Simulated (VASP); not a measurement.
**ZnO: single point with PBE**

ZnO:

```
CELL_PARAMETERS angstrom
3.29579 0.00000 0.00000
-1.64789 2.85424 0.00000
0.00000 0.00000 5.18737
ATOMIC_POSITIONS crystal
Zn 0.66667 0.33333 0.50060
Zn 0.33333 0.66667 0.00060
O 0.66667 0.33333 0.87971
O 0.33333 0.66667 0.37971
```

This cell differs from its parent crystal: uniaxial strain along c: -2.0 %.

```json
{
 "Program": "VASP 6.6.1",
 "Task": "single point",
 "Functional": "PBE",
 "Potentials or basis": "VASP PAW PBE potentials, release 64 (Zn, O)",
 "Cutoff": "520 eV",
 "k mesh": "12 × 12 × 6",
 "Occupations": "gaussian, width 0.02 eV",
 "Spin": "no spin polarisation"
}
```

- Pressure: 2.4 GPa
- Largest force: 0.229 eV/Å
- Band gap on the k mesh: 0.77 eV, direct

Forces in eV/Å, atoms in the order of the input:
```
Zn   0.000  0.000 -0.229
Zn   0.000  0.000 -0.229
O    0.000  0.000  0.229
O    0.000  0.000  0.229
```

Stress tensor (GPa, compression positive):
```
0.53 0.00 0.00
0.00 0.53 0.00
0.00 0.00 6.09
```

Levels at points of the mesh, in eV from the valence-band top:
```
           k point  band 16  band 17  band 18  band 19  band 20  band 21
(0.00, 0.00, 0.00)    -0.03     0.00     0.00     0.77     5.08     8.36
(0.50, 0.00, 0.00)    -2.24    -1.21    -0.77     5.66     6.82     7.72
(0.00, 0.00, 0.50)    -0.41    -0.41    -0.41     3.44     3.44    10.17
(0.50, 0.00, 0.50)    -1.46    -1.24    -1.24     5.71     5.71     8.27
```

Run time: 49 s on 1 thread of Intel(R) Xeon(R) 6975P-C (Granite Rapids) (shared host), peak memory 0.22 GiB.

Caveat: the cell differs from its parent crystal (uniaxial strain along c: -2.0 %).
